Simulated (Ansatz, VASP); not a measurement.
# One calculation of YN, two programs

INCAR

```
PREC     = Accurate       # precision mode
ENCUT    = 600            # plane-wave cutoff, eV
EDIFF    = 1E-6           # SCF threshold, eV
ISMEAR   = 0              # smearing method
SIGMA    = 0.01           # smearing width, eV
LREAL    = F              # projectors in reciprocal space
LASPH    = T              # aspherical terms in the spheres
NELM     = 120            # most SCF steps
ALGO     = Normal         # electronic algorithm
ISIF     = 2              # what is computed and relaxed
LWAVE    = F              # write WAVECAR
LCHARG   = F              # write CHGCAR
GGA      = PE             # functional
NBANDS   = 15             # bands
GGA_COMPAT= F
```

File KPOINTS:

```
regular mesh
0
Gamma
  8 8 8
```

The input POSCAR:

```
YN
1.0
    0.0000000000      2.4283993774      2.4283993774
    2.4283993774      0.0000000000      2.4283993774
    2.4283993774      2.4283993774      0.0000000000
Y N
1 1
Direct
    0.0000000000      0.0000000000      0.0000000000
    0.5000000000      0.5000000000      0.5000000000
```

Input for Ansatz:

```yaml
crystal:
  lattice:
    - [0.0, 2.4283993774, 2.4283993774]
    - [2.4283993774, 0.0, 2.4283993774]
    - [2.4283993774, 2.4283993774, 0.0]
  atoms:
    - { symbol: "Y", position: [0.0, 0.0, 0.0] }
    - { symbol: "N", position: [0.5, 0.5, 0.5] }
kpoints:
  mp_grid: { grid: [8, 8, 8] }
hamiltonian:
  xc: pbe
scf:
  occupations: { method: fixed }
  n_extra_bands: 4
output:
  forces: true
  stress: true
  eigenvalues: true
```

Alike in both runs: task single point; functional PBE; k mesh 8 × 8 × 8; no spin polarisation.

|  | VASP | Ansatz |
| --- | --- | --- |
| version | VASP 6.6.1 | Ansatz 0.2.0 |
| potentials or method | VASP PAW PBE potentials, release 64 (Y_sv, N) | plane waves, PAW |
| plane-wave cutoff (eV) | 600 | 420 |
| occupations | gaussian, width 0.01 eV | fixed |
| valence electrons in the cell | 16 | 16 |

|  | VASP | Ansatz | Ansatz less VASP |
| --- | --- | --- | --- |
| gap on the k mesh at the Fermi level (eV) | 0.15 | 0.15 | +0.003 |
| pressure (GPa) | 4.9 | 5.2 | +0.27 |
